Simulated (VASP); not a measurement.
Runs of VASP 6.6.1 on Rh. The structure is that of space group P6_3/mmc (No. 194), or close to it. The cells are those of the table. 

```tsv
cell	gap on the mesh (eV)	pressure (GPa)
a = 2.767, b = 2.767, c = 4.487 Å, angles 90.0, 90.0, 120.0°, 2 atoms	none	-11.2
a = 2.656, b = 2.656, c = 4.307 Å, angles 90.0, 90.0, 120.0°, 2 atoms	none	(b)
a = 2.694, b = 2.694, c = 4.369 Å, angles 90.0, 90.0, 120.0°, 2 atoms	none	7.8
a = 2.836, b = 2.836, c = 4.599 Å, angles 90.0, 90.0, 120.0°, 2 atoms	none	(a)
a = 2.802, b = 2.802, c = 4.544 Å, angles 90.0, 90.0, 120.0°, 2 atoms	none	-17.7
```

Alike in all rows: task single point; level PBE; potentials or basis VASP PAW PBE potentials, release 64 (Rh_pv); no spin polarisation; k mesh 10 × 10 × 5; cutoff (eV) 520; smearing fermi-dirac 0.1 eV.

Question: Fill in the values left out.

Answer: (a) -22.6; (b) 21.7.

A k mesh can miss the band edges, and the runs leave out spin-orbit coupling on Rh.

A gap of «none» marks levels without a gap at the run's occupations.
